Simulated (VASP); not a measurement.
# GePt (Pnma) in VASP: single point with PBEsol

Aim: the single point of GePt with PBEsol.

Program: VASP 6.6.1. These are calculated values, not measurements. Logs are shortened: lines on timing, memory, paths and dates and some standing lists are left out, and cuts for length are marked.

## Step 1: The cell of the first run

Symmetry: Pnma, No. 62, orthorhombic system. Conventional cell: a = 5.741 Å, b = 3.700 Å, c = 6.092 Å, α = 90.00°, β = 90.00°, γ = 90.00°. Ge (site symmetry m) has 6 Pt at 2.49 to 2.66 Å and 2 Ge at 3.01 Å within 3.3 Å. Within 3.3 Å of Pt (site symmetry m) lie 6 Ge at 2.49 to 2.66 Å and 4 Pt at 2.96 to 2.97 Å.

## Step 2: Single point, PBEsol

INCAR

```
SYSTEM = GePt
PREC = Accurate ; ENCUT = 520
EDIFF = 1E-6 ; ISMEAR = 0
SIGMA = 0.15 ; LREAL = Auto
LASPH = .TRUE. ; NELM = 80
ALGO = Normal ; ISIF = 2
LWAVE = .FALSE. ; LCHARG = .FALSE.
GGA = PS ; NBANDS = 110
KPAR = 2
```

KPOINTS

```
regular mesh
0
G
  10 7 4
  0 0 0
```

POSCAR

```
GePt
1.0
    0.0000000000     -3.7003359833      0.0000000000
    0.0000000000      0.0000000000     -6.0924386004
   11.4812010692      0.0000000000      0.0000000000
Ge Pt
8 8
Direct
    0.2500000000      0.4119771078      0.4075797125
    0.2500000000      0.4119771078      0.9075797125
    0.7500000000      0.5880228922      0.0924202875
    0.7500000000      0.5880228922      0.5924202875
    0.7500000000      0.9119771078      0.3424202875
    0.7500000000      0.9119771078      0.8424202875
    0.2500000000      0.0880228922      0.1575797125
    0.2500000000      0.0880228922      0.6575797125
    0.2500000000      0.8088406363      0.4996217354
    0.2500000000      0.8088406363      0.9996217354
    0.7500000000      0.1911593637      0.0003782646
    0.7500000000      0.1911593637      0.5003782646
    0.7500000000      0.3088406363      0.2503782646
    0.7500000000      0.3088406363      0.7503782646
    0.2500000000      0.6911593637      0.2496217354
    0.2500000000      0.6911593637      0.7496217354
```

Potentials or basis: VASP PAW PBE potentials, release 64 (Ge_d, Pt).

On the command line:

```bash
> cat potpaw_PBE.64/Ge_d/POTCAR potpaw_PBE.64/Pt/POTCAR > POTCAR
> mpirun -np 2 vasp_std > vasp.out
```

OUTCAR:

```text
SYSTEM = GePt
   PREC = Accurate
   ENCUT = 520
   EDIFF = 1E-6
   ISMEAR = 0
   LREAL = Auto
   LASPH = .TRUE.
   NELM = 80
   ISIF = 2
   GGA = PS

 ion  position               nearest neighbor table
   1  0.250  0.412  0.408-  15 2.49  12 2.52  12 2.52   9 2.64  13 2.66  13 2.66
   2  0.250  0.412  0.908-  16 2.49  11 2.52  11 2.52  10 2.64  14 2.66  14 2.66
   3  0.750  0.588  0.092-  13 2.49  10 2.52  10 2.52  11 2.64  15 2.66  15 2.66
   4  0.750  0.588  0.592-  14 2.49   9 2.52   9 2.52  12 2.64  16 2.66  16 2.66
   5  0.750  0.912  0.342-  12 2.49  15 2.52  15 2.52  13 2.64   9 2.66   9 2.66
   6  0.750  0.912  0.842-  11 2.49  16 2.52  16 2.52  14 2.64  10 2.66  10 2.66
   7  0.250  0.088  0.158-  10 2.49  13 2.52  13 2.52  15 2.64  11 2.66  11 2.66
   8  0.250  0.088  0.658-   9 2.49  14 2.52  14 2.52  16 2.64  12 2.66  12 2.66
   9  0.250  0.809  0.500-   8 2.49   4 2.52   4 2.52   1 2.64   5 2.66   5 2.66  15 2.96  16 2.96
                            12 2.97  12 2.97
  10  0.250  0.809  1.000-   7 2.49   3 2.52   3 2.52   2 2.64   6 2.66   6 2.66  15 2.96  16 2.96
                            11 2.97  11 2.97
  11  0.750  0.191  0.000-   6 2.49   2 2.52   2 2.52   3 2.64   7 2.66   7 2.66  13 2.96  14 2.96
                            10 2.97  10 2.97
  12  0.750  0.191  0.500-   5 2.49   1 2.52   1 2.52   4 2.64   8 2.66   8 2.66  13 2.96  14 2.96
                             9 2.97   9 2.97
  13  0.750  0.309  0.250-   3 2.49   7 2.52   7 2.52   5 2.64   1 2.66   1 2.66  11 2.96  12 2.96
[... 15 lines left out ...]
 A1 = (   0.0000000000,  -3.7003359833,   0.0000000000)
 A2 = (   0.0000000000,   0.0000000000,  -6.0924386004)
 A3 = (  11.4812010692,   0.0000000000,   0.0000000000)

Analysis of symmetry for initial positions (statically):
=====================================================================
 Subroutine PRICEL returns following result:

  LATTYP: Found a simple orthorhombic cell.
 ALAT       =     3.7003359833
 B/A-ratio  =     1.5513727836
 C/A-ratio  =     1.6464555186

  Lattice vectors:

 A1 = (   0.0000000000,   3.7003359833,   0.0000000000)
 A2 = (   5.7406005346,   0.0000000000,   0.0000000000)
 A3 = (   0.0000000000,   0.0000000000,  -6.0924386004)

   2 primitive cells build up your supercell.

 Routine SETGRP: Setting up the symmetry group for a
 simple orthorhombic supercell.

 Subroutine GETGRP returns: Found  8 space group operations
 (whereof  2 operations were pure point group operations)
 out of a pool of  8 trial point group operations.

The static configuration has the point symmetry S_2 .
 The point group associated with its full space group is D_2h.

Analysis of symmetry for dynamics (positions and initial velocities):
=====================================================================
 Subroutine PRICEL returns following result:

  LATTYP: Found a simple orthorhombic cell.
 ALAT       =     3.7003359833
 B/A-ratio  =     1.5513727836
 C/A-ratio  =     1.6464555186

  Lattice vectors:

 A1 = (   0.0000000000,   3.7003359833,   0.0000000000)
 A2 = (   5.7406005346,   0.0000000000,   0.0000000000)
 A3 = (   0.0000000000,   0.0000000000,  -6.0924386004)

   2 primitive cells build up your supercell.

 Routine SETGRP: Setting up the symmetry group for a
 simple orthorhombic supercell.

 Subroutine GETGRP returns: Found  8 space group operations
 (whereof  2 operations were pure point group operations)
 out of a pool of  8 trial point group operations.

The dynamic configuration has the point symmetry S_2 .
 The point group associated with its full space group is D_2h.

 Subroutine INISYM returns: Found  8 space group operations
 (whereof  2 operations are pure point group operations),
 and found     2 'primitive' translations

----------------------------------------------------------------------------------------

                                     Primitive cell

  volume of cell :     129.4165

  direct lattice vectors                    reciprocal lattice vectors
     0.000000000  3.700335983  0.000000000     0.000000000  0.270245730  0.000000000
     5.740600535  0.000000000  0.000000000     0.174197803  0.000000000  0.000000000
     0.000000000  0.000000000 -6.092438600     0.000000000  0.000000000 -0.164137887

  length of vectors
     3.700335983  5.740600535  6.092438600     0.270245730  0.174197803  0.164137887

  position of ions in fractional coordinates (direct lattice)
     0.750000000  0.815159425  0.411977108
     0.250000000  0.184840575  0.588022892
     0.250000000  0.684840575  0.911977108
     0.750000000  0.315159425  0.088022892
     0.750000000  0.999243471  0.808840636
     0.250000000  0.000756529  0.191159364
     0.250000000  0.500756529  0.308840636
     0.750000000  0.499243471  0.691159364

  ion indices of the primitive-cell ions
   primitive index   ion index
                 1           1
                 2           4
                 3           5
                 4           7
                 5           9
                 6          12
                 7          13
                 8          15

----------------------------------------------------------------------------------------

 KPOINTS: regular mesh

Automatic generation of k-mesh.
 Grid dimensions read from file:
 generate k-points for:   10    7    4

 Generating k-lattice:

  Cartesian coordinates                     Fractional coordinates (reciprocal lattice)
     0.000000000 -0.027024573  0.000000000     0.100000000  0.000000000  0.000000000
     0.000000000  0.000000000 -0.023448270     0.000000000  0.142857143  0.000000000
     0.021774725  0.000000000  0.000000000     0.000000000  0.000000000  0.250000000

  Length of vectors
     0.027024573  0.023448270  0.021774725

  Shift w.r.t. Gamma in fractional coordinates (k-lattice)
     0.000000000  0.000000000  0.000000000

 Subroutine IBZKPT returns following result:
 ===========================================

 Found     72 irreducible k-points:

 Following reciprocal coordinates:
            Coordinates               Weight
  0.000000  0.000000  0.000000      1.000000
  0.100000  0.000000  0.000000      2.000000
  0.200000  0.000000  0.000000      2.000000
  0.300000  0.000000  0.000000      2.000000
  0.400000  0.000000  0.000000      2.000000
  0.500000  0.000000  0.000000      1.000000
[... 16 lines left out ...]
  0.400000  0.428571  0.000000      4.000000
  0.500000  0.428571  0.000000      2.000000
 [... further k-points ...]
   k-points           NKPTS =     72   k-points in BZ     NKDIM =     72   number of bands    NBANDS=    110
   number of dos      NEDOS =    301   number of ions     NIONS =     16
   total plane-waves  NPLWV = 120960
   dimension x,y,z NGX =    28 NGY =   48 NGZ =   90
   dimension x,y,z NGXF=    56 NGYF=   96 NGZF=  180
   ions per type =               8   8
   NGX,Y,Z   is equivalent  to a cutoff of  12.58, 13.10, 13.03 a.u.
   NGXF,Y,Z  is equivalent  to a cutoff of  25.16, 26.20, 26.06 a.u.
 SYSTEM =  GePt
   PREC   = accura    normal or accurate (medium, high low for compatibility)
   ISTART =      0    job   : 0-new  1-cont  2-samecut
   ICHARG =      2    charge: 1-file 2-atom 10-const
   ISPIN  =      1    spin polarized calculation?
   LNONCOLLINEAR =      F non collinear calculations
   LSORBIT =      F    spin-orbit coupling
   LASPH  =      T    aspherical Exc in radial PAW
   ENCUT  =  520.0 eV  38.22 Ry    6.18 a.u.   6.88 11.33 21.35*2*pi/ulx,y,z
   NELM   =     80;   NELMIN=  2; NELMDL= -5     # of ELM steps
   EDIFF  = 0.1E-05   stopping-criterion for ELM
   LREAL  =      T    real-space projection
   EDIFFG = 0.1E-04   stopping-criterion for IOM
   NSW    =      0    number of steps for IOM
   IBRION =     -1    ionic relax: 0-MD 1-quasi-New 2-CG
   NFREE  =      0    steps in history (QN), initial steepest desc. (CG)
   ISIF   =      2    stress and relaxation
   ISYM   =      2    0-nonsym 1-usesym 2-fastsym
   POTIM  = 0.5000    time-step for ionic-motion
   TEBEG  =    0.0;   TEEND  =   0.0 temperature during run
   PSTRESS=    0.0 pullay stress
   NELECT =     192.0000    total number of electrons
   NUPDOWN=      -1.0000    fix difference up-down
   EMIN   =  10.00;   EMAX   =-10.00  energy-range for DOS
   EFERMI =   0.00;   METHOD = LEGACY
   ISMEAR =     0;   SIGMA  =   0.15  broadening in eV -4-tet -1-fermi 0-gaus
   EFERMI_NEDOS =   21; number of points for ismear=-14 and -15
   IALGO  =     38    algorithm
   IMIX   =      4    mixing-type and parameters
     AMIX     =   0.40;   BMIX     =  1.00
     AMIX_MAG =   1.60;   BMIX_MAG =  1.00
  volume/ion in A,a.u.               =      16.18       109.17
  Fermi-wavevector in a.u.,A,eV,Ry     =   1.481956  2.800491 29.881035  2.196194
  Thomas-Fermi vector in A             =   2.595802
   LORBIT       =      0    0 simple, 1 ext, 2 COOP (PROOUT), +10 PAW based schemes
   GGA     = PS    functional components
   LHFCALC =     F    Hartree Fock is set to
   AEXX    =    0.0000 exact exchange contribution
   IVDW    =     0    specifies the selected vdW correction
   LEPSILON=     F    determine dielectric tensor
   LRPA    =     F    only Hartree local field effects (RPA)
 non-spin polarized calculation
 Gauss-broadening in eV      SIGMA  =   0.15
  energy-cutoff  :      520.00
  volume of cell :      258.83
 maximum number of plane-waves:      7008
 NGX is ok and might be reduce to    28
   NGX = 13   NGY = 23   NGZ = 43

 number of electron     192.0000086 magnetization

 Free energy of the ion-electron system (eV)
  ---------------------------------------------------
  ext. energy  EPLUGINS =         0.00000000
  ---------------------------------------------------
  free energy    TOTEN  =      -103.30531749 eV

  energy without entropy =     -103.26207428  energy(sigma->0) =     -103.28369588

 E-fermi :   9.6238     XC(G=0): -12.6072

 val. band max:        9.6186964943   @ k =   0.3000   0.0000   0.2500
 cond. band min:       9.6388423955   @ k =   0.1000   0.4286   0.2500
 fundamental gap:      0.0201459012
 Fermi energy:         9.6237723605

 k-point     1 :       0.0000    0.0000    0.0000
  band No.  band energies     occupation
      1     -15.5032      2.00000
      2     -15.4986      2.00000
      3     -15.4986      2.00000
      4     -15.4953      2.00000
      5     -15.4939      2.00000
      6     -15.4906      2.00000
[... 2653 lines left out ...]
    107      12.9032      0.00000
    108      12.9032      0.00000

 [... further k-points ...]

 [bands above 108 left out]

------------------------ aborting loop because EDIFF is reached ----------------------------------------

  FORCE on cell =-STRESS in cart. coord.  units (eV):
  Direction    XX          YY          ZZ          XY          YZ          ZX
  --------------------------------------------------------------------------------------
  -------------------------------------------------------------------------------------
  Total        0.0757962      0.1935475     -0.5321249      0.0000000      0.0000000      0.0000000
  in kB        0.4691791      1.1980595     -3.2938552      0.0000000      0.0000000      0.0000000
  external PRESSURE =      -0.5422055 kB  Pullay stress =       0.0000000 kB

 VOLUME and BASIS-vectors are now :
 -----------------------------------------------------------------------------
  energy-cutoff  :      520.00
  volume of cell :      258.83
      direct lattice vectors                 reciprocal lattice vectors
     0.000000000 -3.700335983  0.000000000     0.000000000 -0.270245730  0.000000000
     0.000000000  0.000000000 -6.092438600     0.000000000  0.000000000 -0.164137887
    11.481201069  0.000000000  0.000000000     0.087098901  0.000000000  0.000000000

 POSITION                                       TOTAL-FORCE (eV/Angst)
 -----------------------------------------------------------------------------------
      4.67950     -0.92508     -2.50995         0.000427     -0.000000     -0.000120
     10.42011     -0.92508     -2.50995         0.000427      0.000000     -0.000120
      1.06110     -2.77525     -3.58249        -0.000427      0.000000      0.000120
      6.80170     -2.77525     -3.58249        -0.000427      0.000000      0.000120
      3.93140     -2.77525     -5.55616        -0.000427     -0.000000     -0.000120
      9.67200     -2.77525     -5.55616        -0.000427      0.000000     -0.000120
[... 8 lines left out ...]
      2.86596     -0.92508     -4.21085        -0.004687     -0.000000      0.011939
      8.60656     -0.92508     -4.21085        -0.004687     -0.000000      0.011939
 -----------------------------------------------------------------------------------
    total drift:                                0.000000     -0.000000     -0.000000

  FREE ENERGIE OF THE ION-ELECTRON SYSTEM (eV)
  ---------------------------------------------------
  free  energy   TOTEN  =      -103.3053174897 eV

  energy  without entropy=     -103.2620742791  energy(sigma->0) =     -103.28369588
```

Run time: 14 min. Hardware: 2 MPI ranks of Intel Xeon 6975P-C (Granite Rapids), shared host; peak memory 1.2 GiB.

What came out:

```
Free energy            : -103.3053 eV
Pressure               : -0.1 GPa
Largest force          : 0.013 eV/Å
Band gap on the k mesh : zero (bands 96 and 97 overlap by 1.34 eV)
```

Forces on the atoms (eV/Å):
```
Ge   0.000  0.000  0.000
Ge   0.000  0.000  0.000
Ge   0.000  0.000  0.000
Ge   0.000  0.000  0.000
Ge   0.000  0.000  0.000
Ge   0.000  0.000  0.000
Ge   0.000  0.000  0.000
Ge   0.000  0.000  0.000
Pt  -0.005  0.000 -0.012
Pt  -0.005  0.000 -0.012
Pt   0.005  0.000  0.012
Pt   0.005  0.000  0.012
Pt   0.005  0.000 -0.012
Pt   0.005  0.000 -0.012
Pt  -0.005  0.000  0.012
Pt  -0.005  0.000  0.012
```

Stress tensor (GPa, compression positive):
```
 0.05  0.00  0.00
 0.00  0.12  0.00
 0.00  0.00 -0.33
```

Caveat: the PAW data sets were made with another functional, which shifts forces and pressure a little; spin-orbit coupling is left out, which moves the levels of the heavy elements.

The gap in the log of VASP goes by the Fermi energy; the results here count the filled bands.